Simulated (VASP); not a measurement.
# BN: single point with PBE

Crystal: BN.

```
B N
1.0
     2.41865    0.00000    0.00000
    -1.20933    2.09462    0.00000
     0.00000    0.00000    4.34060
B N
2 2
Direct
  0.33333 0.66667 0.25000
  0.66667 0.33333 0.75000
  0.33333 0.66667 0.75000
  0.66667 0.33333 0.25000
```

```yaml
Program: VASP 6.6.1
Task: single point
Functional: PBE
Potentials_or_basis: VASP PAW PBE potentials, release 64 (B, N)
Cutoff: 520 eV
k_mesh: 12 × 12 × 6
Occupations: gaussian, width 0.02 eV
Spin: no spin polarisation
Dipole_correction: no
Further_INCAR_settings: ALGO = Normal; EDIFF = 1e-06; NBANDS = 16
```

* Pressure: 90.2 GPa
* Band gap on the k mesh: 3.47 eV, indirect (least direct gap 4.83 eV)

Stress tensor (GPa, compression positive):
```
90.38  0.00  0.00
 0.00 90.38  0.00
 0.00  0.00 89.85
```

Levels at points of the mesh, in eV from the valence-band top:
```csv
k point,band 6,band 7,band 8,band 9,band 10,band 11
"(0.00, 0.00, 0.00)",-2.21,-2.21,-0.71,9.89,9.89,10.54
"(0.50, 0.00, 0.00)",-6.01,-5.13,-2.26,5.32,7.86,9.34
"(0.00, 0.00, 0.50)",-2.75,-2.75,-2.75,10.67,10.67,10.67
"(0.50, 0.00, 0.50)",-5.90,-2.17,-2.17,4.06,4.06,9.55
```

Wall time 16 s on 1 thread of Intel Xeon 6975P-C (shared host), peak memory 0.14 GiB.

A k mesh can miss the band edges. PBE gaps usually lie below the measured ones, often by a third to a half.
